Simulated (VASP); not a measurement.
Runs of VASP 6.6.1 on Hg. The structure is that of space group P6_3/mmc (No. 194), or close to it. The cells are those of the table. 

```tsv
task	cell	k mesh	cutoff (eV)	gap on the mesh (eV)	pressure (GPa)
single point	a = 3.460, b = 3.460, c = 5.457 Å, angles 90.0, 90.0, 120.0°, 2 atoms	15 × 15 × 8	520	none	(a)
relaxation of shape and atoms at fixed volume	relaxed from a = 3.261, b = 3.261, c = 5.084 Å, angles 90.0, 90.0, 120.0°, 2 atoms	15 × 15 × 8	600	none	2.7
single point	a = 3.261, b = 3.261, c = 5.084 Å, angles 90.0, 90.0, 120.0°, 2 atoms	15 × 15 × 8	520	none	2.7
single point	a = 3.198, b = 3.198, c = 5.112 Å, angles 90.0, 90.0, 120.0°, 2 atoms	15 × 15 × 8	520	none	4.0
single point	a = 3.418, b = 3.418, c = 5.390 Å, angles 90.0, 90.0, 120.0°, 2 atoms	15 × 15 × 8	520	none	-0.6
relaxation of shape and atoms at fixed volume	relaxed from a = 3.225, b = 3.225, c = 5.027 Å, angles 90.0, 90.0, 120.0°, 2 atoms	15 × 15 × 8	600	none	4.0
single point	a = 3.343, b = 3.343, c = 5.306 Å, angles 90.0, 90.0, 120.0°, 2 atoms	12 × 12 × 8, shifted	520	none	0.3
single point	a = 3.318, b = 3.318, c = 5.233 Å, angles 90.0, 90.0, 120.0°, 2 atoms	15 × 15 × 8	520	none	0.9
```

Alike in all rows: level PBE+D3(BJ); potentials or basis VASP PAW PBE potentials, release 64 (Hg); no spin polarisation; smearing gaussian 0.1 eV.

Q: Estimate the missing entries.

A: (a) -0.9.

Caveats: spin-orbit coupling is left out, which moves the levels of the heavy elements; the cell stands under pressure (at least some runs).

A k mesh can miss the band edges, and the runs leave out spin-orbit coupling on Hg.

A gap of «none» marks levels without a gap at the run's occupations.
